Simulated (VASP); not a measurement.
# CaO (P6_3/mmc) in VASP: notebook

CaO is run at these levels: PBE; tasks: single point.

Program: VASP 6.6.1. These are calculated values, not measurements. Logs are shortened: lines on timing, memory, paths and dates and some standing lists are left out, and cuts for length are marked.

## (1) The cell of the first run

The structure is hexagonal, space group P6_3/mmc (No. 194). Conventional cell: a = 3.922 Å, b = 3.922 Å, c = 4.710 Å, α = 90.00°, β = 90.00°, γ = 120.00°. Ca (site symmetry -6m2) has 5 O at 2.26 to 2.36 Å within 3.0 Å. Within 3.0 Å of O (site symmetry -6m2) lie 5 Ca at 2.26 to 2.36 Å.

## (2) Single point, PBE (15.69 Å³/atom)

INCAR

```
SYSTEM = CaO
  PREC = Accurate
  ENCUT = 520
  EDIFF = 1E-6
  ISMEAR = 0
  SIGMA = 0.01
  LREAL = .False.
  LASPH = .True.
  NELM = 100
  ALGO = Normal
  ISIF = 2
  LWAVE = .False.
  LCHARG = .False.
  GGA = PE
  NBANDS = 24
```

KPOINTS

```
regular mesh
0
Gamma
  6 6 4
  0 0 0
```

POSCAR

```
CaO
1.0
    3.9221809920      0.0000000000      0.0000000000
   -1.9610904960      3.3967083773      0.0000000000
    0.0000000000      0.0000000000      4.7104311762
Ca O
2 2
Direct
    0.3333333333      0.6666666667      0.2500000000
    0.6666666667      0.3333333333      0.7500000000
    0.6666666667      0.3333333333      0.2500000000
    0.3333333333      0.6666666667      0.7500000000
```

Potentials or basis: VASP PAW PBE potentials, release 64 (Ca_sv, O).

Launch:

```
cat potpaw_PBE.64/Ca_sv/POTCAR potpaw_PBE.64/O/POTCAR > POTCAR
mpirun -np 1 vasp_std > vasp.out
```

OUTCAR:

```text
SYSTEM = CaO
   PREC = Accurate
   ENCUT = 520
   EDIFF = 1E-6
   ISMEAR = 0
   LREAL = .False.
   LASPH = .True.
   NELM = 100
   ISIF = 2
   GGA = PE

 ion  position               nearest neighbor table
   1  0.333  0.667  0.250-   3 2.26   3 2.26   3 2.26   4 2.36   4 2.36
   2  0.667  0.333  0.750-   4 2.26   4 2.26   4 2.26   3 2.36   3 2.36
   3  0.667  0.333  0.250-   1 2.26   1 2.26   1 2.26   2 2.36   2 2.36
   4  0.333  0.667  0.750-   2 2.26   2 2.26   2 2.26   1 2.36   1 2.36

  LATTYP: Found a hexagonal cell.
 ALAT       =     3.9221809920
 C/A-ratio  =     1.2009724145

  Lattice vectors:

 A1 = (   3.9221809920,   0.0000000000,   0.0000000000)
 A2 = (  -1.9610904960,   3.3967083773,   0.0000000000)
 A3 = (   0.0000000000,   0.0000000000,   4.7104311762)

Analysis of symmetry for initial positions (statically):
=====================================================================
 Subroutine PRICEL returns:
 Original cell was already a primitive cell.

 Routine SETGRP: Setting up the symmetry group for a
 hexagonal supercell.

 Subroutine GETGRP returns: Found 24 space group operations
 (whereof 12 operations were pure point group operations)
 out of a pool of 24 trial point group operations.

The static configuration has the point symmetry D_3d.
 The point group associated with its full space group is D_6h.

Analysis of symmetry for dynamics (positions and initial velocities):
=====================================================================
 Subroutine PRICEL returns:
 Original cell was already a primitive cell.

 Routine SETGRP: Setting up the symmetry group for a
 hexagonal supercell.

 Subroutine GETGRP returns: Found 24 space group operations
 (whereof 12 operations were pure point group operations)
 out of a pool of 24 trial point group operations.

The dynamic configuration has the point symmetry D_3d.
 The point group associated with its full space group is D_6h.

 Subroutine INISYM returns: Found 24 space group operations
 (whereof 12 operations are pure point group operations),
 and found     1 'primitive' translations

----------------------------------------------------------------------------------------

                                     Primitive cell

  volume of cell :      62.7547

  direct lattice vectors                    reciprocal lattice vectors
     3.922180992  0.000000000  0.000000000     0.254960187  0.147201333  0.000000000
    -1.961090496  3.396708377  0.000000000     0.000000000  0.294402665  0.000000000
     0.000000000  0.000000000  4.710431176     0.000000000  0.000000000  0.212294791

  length of vectors
     3.922180992  3.922180992  4.710431176     0.294402665  0.294402665  0.212294791

  position of ions in fractional coordinates (direct lattice)
     0.333333333  0.666666667  0.250000000
     0.666666667  0.333333333  0.750000000
     0.666666667  0.333333333  0.250000000
     0.333333333  0.666666667  0.750000000

  ion indices of the primitive-cell ions
   primitive index   ion index
                 1           1
                 2           2
                 3           3
                 4           4

----------------------------------------------------------------------------------------

 KPOINTS: regular mesh

Automatic generation of k-mesh.
 Grid dimensions read from file:
 generate k-points for:    6    6    4

 Generating k-lattice:

  Cartesian coordinates                     Fractional coordinates (reciprocal lattice)
     0.042493365  0.024533555  0.000000000     0.166666667  0.000000000  0.000000000
     0.000000000  0.049067111  0.000000000     0.000000000  0.166666667  0.000000000
     0.000000000  0.000000000  0.053073698     0.000000000  0.000000000  0.250000000

  Length of vectors
     0.049067111  0.049067111  0.053073698

  Shift w.r.t. Gamma in fractional coordinates (k-lattice)
     0.000000000  0.000000000  0.000000000

 Subroutine IBZKPT returns following result:
 ===========================================

 Found     21 irreducible k-points:

 Following reciprocal coordinates:
            Coordinates               Weight
  0.000000  0.000000  0.000000      1.000000
  0.166667  0.000000  0.000000      6.000000
  0.333333  0.000000  0.000000      6.000000
  0.500000 -0.000000  0.000000      3.000000
  0.166667  0.166667  0.000000      6.000000
  0.333333  0.166667  0.000000     12.000000
[... 13 lines left out ...]
  0.333333  0.166667  0.500000     12.000000
  0.333333  0.333333  0.500000      2.000000
   k-points           NKPTS =     21   k-points in BZ     NKDIM =     21   number of bands    NBANDS=     24
   number of dos      NEDOS =    301   number of ions     NIONS =      4
   total plane-waves  NPLWV =  32400
   dimension x,y,z NGX =    30 NGY =   30 NGZ =   36
   dimension x,y,z NGXF=    60 NGYF=   60 NGZF=   72
   ions per type =               2   2
   NGX,Y,Z   is equivalent  to a cutoff of  12.72, 12.72, 12.71 a.u.
   NGXF,Y,Z  is equivalent  to a cutoff of  25.43, 25.43, 25.41 a.u.
 SYSTEM =  CaO
   PREC   = accura    normal or accurate (medium, high low for compatibility)
   ISTART =      0    job   : 0-new  1-cont  2-samecut
   ICHARG =      2    charge: 1-file 2-atom 10-const
   ISPIN  =      1    spin polarized calculation?
   LNONCOLLINEAR =      F non collinear calculations
   LSORBIT =      F    spin-orbit coupling
   LASPH  =      T    aspherical Exc in radial PAW
   ENCUT  =  520.0 eV  38.22 Ry    6.18 a.u.   7.29  7.29  8.76*2*pi/ulx,y,z
   NELM   =    100;   NELMIN=  2; NELMDL= -5     # of ELM steps
   EDIFF  = 0.1E-05   stopping-criterion for ELM
   LREAL  =      F    real-space projection
[... 7 lines left out ...]
   TEBEG  =    0.0;   TEEND  =   0.0 temperature during run
   PSTRESS=    0.0 pullay stress
   NELECT =      32.0000    total number of electrons
   NUPDOWN=      -1.0000    fix difference up-down
   EMIN   =  10.00;   EMAX   =-10.00  energy-range for DOS
   EFERMI =   0.00;   METHOD = LEGACY
   ISMEAR =     0;   SIGMA  =   0.01  broadening in eV -4-tet -1-fermi 0-gaus
   EFERMI_NEDOS =   21; number of points for ismear=-14 and -15
   IALGO  =     38    algorithm
   IMIX   =      4    mixing-type and parameters
     AMIX     =   0.40;   BMIX     =  1.00
     AMIX_MAG =   1.60;   BMIX_MAG =  1.00
  volume/ion in A,a.u.               =      15.69       105.87
  Fermi-wavevector in a.u.,A,eV,Ry     =   1.307904  2.471581 23.274312  1.710614
  Thomas-Fermi vector in A             =   2.438607
   LORBIT       =      0    0 simple, 1 ext, 2 COOP (PROOUT), +10 PAW based schemes
   GGA     = PE    functional components
   LHFCALC =     F    Hartree Fock is set to
   AEXX    =    0.0000 exact exchange contribution
   IVDW    =     0    specifies the selected vdW correction
   LEPSILON=     F    determine dielectric tensor
   LRPA    =     F    only Hartree local field effects (RPA)
 non-spin polarized calculation
 Gauss-broadening in eV      SIGMA  =   0.01
  energy-cutoff  :      520.00
  volume of cell :       62.75
 maximum number of plane-waves:      1716
 NGX is ok and might be reduce to    30
   NGX = 15   NGY = 15   NGZ = 17

 number of electron      31.9999986 magnetization

 Free energy of the ion-electron system (eV)
  ---------------------------------------------------
  ext. energy  EPLUGINS =         0.00000000
  ---------------------------------------------------
  free energy    TOTEN  =       -25.26071220 eV

  energy without entropy =      -25.26071220  energy(sigma->0) =      -25.26071220

 E-fermi :   1.7504     XC(G=0):  -9.6252

 val. band max:        1.5971650075   @ k =   0.0000   0.0000   0.0000
 cond. band min:       4.9435617317   @ k =   0.0000   0.0000   0.0000
 fundamental gap:      3.3463967242
 Fermi energy:         1.7504234603

 k-point     1 :       0.0000    0.0000    0.0000
  band No.  band energies     occupation
      1     -35.8458      2.00000
      2     -35.6835      2.00000
      3     -17.2523      2.00000
      4     -16.9582      2.00000
      5     -16.9582      2.00000
      6     -16.7285      2.00000
[... 16 lines left out ...]
     23      10.2801      0.00000
     24      10.4958      0.00000

 k-point     2 :       0.1667    0.0000    0.0000
  band No.  band energies     occupation
      1     -35.8320      2.00000
      2     -35.6889      2.00000
      3     -17.2091      2.00000
      4     -17.1059      2.00000
      5     -16.9856      2.00000
      6     -16.9078      2.00000
[... 16 lines left out ...]
     23      10.0291      0.00000
     24      10.2799      0.00000

 k-point     3 :       0.3333    0.0000    0.0000
  band No.  band energies     occupation
      1     -35.7988      2.00000
      2     -35.7052      2.00000
      3     -17.3679      2.00000
      4     -17.2028      2.00000
      5     -17.0991      2.00000
      6     -17.0357      2.00000
[... 16 lines left out ...]
     23      10.0696      0.00000
     24      10.2447      0.00000

 k-point     4 :       0.5000   -0.0000    0.0000
  band No.  band energies     occupation
      1     -35.7747      2.00000
      2     -35.7208      2.00000
      3     -17.4869      2.00000
      4     -17.3284      2.00000
      5     -17.0592      2.00000
      6     -17.0126      2.00000
[... 16 lines left out ...]
     23      10.3451      0.00000
     24      10.5198      0.00000

 k-point     5 :       0.1667    0.1667    0.0000
  band No.  band energies     occupation
      1     -35.8082      2.00000
      2     -35.7000      2.00000
      3     -17.2798      2.00000
      4     -17.1584      2.00000
      5     -17.1312      2.00000
      6     -17.0205      2.00000
[... 370 lines left out ...]
 k-point    19 :       0.1667    0.1667    0.5000
  band No.  band energies     occupation
      1     -35.7529      2.00000
      2     -35.7529      2.00000
      3     -17.6061      2.00000
      4     -17.6061      2.00000
      5     -16.8882      2.00000
      6     -16.8882      2.00000
[... 16 lines left out ...]
     23      10.0839      0.00000
     24      10.0839      0.00000

 k-point    20 :       0.3333    0.1667    0.5000
  band No.  band energies     occupation
      1     -35.7462      2.00000
      2     -35.7462      2.00000
      3     -17.7754      2.00000
      4     -17.7754      2.00000
      5     -16.9268      2.00000
      6     -16.9268      2.00000
[... 16 lines left out ...]
     23      10.4290      0.00000
     24      10.4290      0.00000

 k-point    21 :       0.3333    0.3333    0.5000
  band No.  band energies     occupation
      1     -35.7440      2.00000
      2     -35.7440      2.00000
      3     -17.8145      2.00000
      4     -17.8145      2.00000
      5     -16.9641      2.00000
      6     -16.9641      2.00000
[... 16 lines left out ...]
     23      10.4349      0.00000
     24      10.4349      0.00000

------------------------ aborting loop because EDIFF is reached ----------------------------------------

  FORCE on cell =-STRESS in cart. coord.  units (eV):
  Direction    XX          YY          ZZ          XY          YZ          ZX
  --------------------------------------------------------------------------------------
  -------------------------------------------------------------------------------------
  Total        2.5212373      2.5212373      2.7957861      0.0000000      0.0000000      0.0000000
  in kB       64.3691463     64.3691463     71.3785912      0.0000000      0.0000000      0.0000000
  external PRESSURE =      66.7056279 kB  Pullay stress =       0.0000000 kB

 VOLUME and BASIS-vectors are now :
 -----------------------------------------------------------------------------
  energy-cutoff  :      520.00
  volume of cell :       62.75
      direct lattice vectors                 reciprocal lattice vectors
     3.922180992  0.000000000  0.000000000     0.254960187  0.147201333  0.000000000
    -1.961090496  3.396708377  0.000000000     0.000000000  0.294402665  0.000000000
     0.000000000  0.000000000  4.710431176     0.000000000  0.000000000  0.212294791

 POSITION                                       TOTAL-FORCE (eV/Angst)
 -----------------------------------------------------------------------------------
     -0.00000      2.26447      1.17761         0.000000     -0.000000      0.000000
      1.96109      1.13224      3.53282        -0.000000      0.000000      0.000000
      1.96109      1.13224      1.17761         0.000000     -0.000000      0.000000
     -0.00000      2.26447      3.53282        -0.000000     -0.000000      0.000000
 -----------------------------------------------------------------------------------
    total drift:                                0.000000     -0.000000      0.000000

  FREE ENERGIE OF THE ION-ELECTRON SYSTEM (eV)
  ---------------------------------------------------
  free  energy   TOTEN  =       -25.2607122005 eV

  energy  without entropy=      -25.2607122005  energy(sigma->0) =      -25.26071220
```

Wall time 16 s (1 thread of Intel Xeon 6975P-C (Granite Rapids), shared host); peak memory 0.18 GiB.

What came out:

| Property | Result |
| --- | --- |
| Free energy | -25.2607 eV |
| Pressure | 6.7 GPa |
| Band gap on the k mesh | 3.35 eV |

Levels at points of the mesh, in eV from the valence-band top:
```csv
k point,band 14,band 15,band 16,band 17,band 18,band 19
"(0.00, 0.00, 0.00)",-1.25,-1.07,0.00,3.35,6.26,6.26
"(0.50, 0.00, 0.00)",-0.84,-0.62,-0.41,4.77,5.32,5.34
"(0.00, 0.00, 0.50)",-1.38,-1.38,-1.38,5.17,5.17,8.01
"(0.50, 0.00, 0.50)",-1.14,-0.78,-0.78,5.47,5.47,7.52
```

Caveat: the cell stands under pressure.

## (3) Single point, PBE (16.19 Å³/atom)

This run uses another cell than the first one, of 16.19 Å³/atom.

INCAR

```
SYSTEM = CaO
PREC     = Accurate       ! precision mode
ENCUT    = 520            ! plane-wave cutoff, eV
EDIFF    = 1E-6           ! SCF threshold, eV
ISMEAR   = 0              ! smearing method
SIGMA    = 0.01           ! smearing width, eV
LREAL    = .FALSE.        ! projectors in reciprocal space
LASPH    = .TRUE.         ! aspherical terms in the spheres
NELM     = 100            ! most SCF steps
ALGO     = Normal         ! electronic algorithm
ISIF     = 2              ! what is computed and relaxed
LWAVE    = .FALSE.        ! write WAVECAR
LCHARG   = .FALSE.        ! write CHGCAR
GGA      = PE             ! functional
NBANDS   = 24             ! bands
```

KPOINTS

```
Automatic mesh
0
G
  6 6 4
  0 0 0
```

POSCAR

```
CaO
1.0
    3.9634701420      0.0000000000      0.0000000000
   -1.9817350710      3.4324658301      0.0000000000
    0.0000000000      0.0000000000      4.7600183062
Ca O
2 2
Direct
    0.3333333333      0.6666666667      0.2500000000
    0.6666666667      0.3333333333      0.7500000000
    0.6666666667      0.3333333333      0.2500000000
    0.3333333333      0.6666666667      0.7500000000
```

Potentials or basis: VASP PAW PBE potentials, release 64 (Ca_sv, O).

Launch:

```
cat potpaw_PBE.64/Ca_sv/POTCAR potpaw_PBE.64/O/POTCAR > POTCAR
mpirun -np 1 vasp_std > vasp.out
```

Wall time 16 s (1 thread of Intel Xeon 6975P-C (Granite Rapids), shared host); peak memory 0.18 GiB.

It converged, with:

```
Free energy            : -25.3249 eV
Pressure               : 3.3 GPa
Band gap on the k mesh : 3.24 eV
```

Stress tensor (GPa, compression positive):
```
3.23 0.00 0.00
0.00 3.23 0.00
0.00 0.00 3.54
```

Levels at points of the mesh, in eV from the valence-band top:
| k point | band 13 | band 14 | band 15 | band 16 | band 17 | band 18 | band 19 | band 20 |
| --- | --- | --- | --- | --- | --- | --- | --- | --- |
| (0.00, 0.00, 0.00) | -1.19 | -1.19 | -1.09 | 0.00 | 3.24 | 6.19 | 6.19 | 7.77 |
| (0.50, 0.00, 0.00) | -0.85 | -0.84 | -0.61 | -0.39 | 4.72 | 5.28 | 5.29 | 7.72 |
| (0.00, 0.00, 0.50) | -1.32 | -1.32 | -1.32 | -1.32 | 5.05 | 5.05 | 7.86 | 7.86 |
| (0.50, 0.00, 0.50) | -1.08 | -1.08 | -0.76 | -0.76 | 5.40 | 5.40 | 7.39 | 7.39 |

Caveat: the cell stands under pressure.

(Part 1 of 2 ends here.)
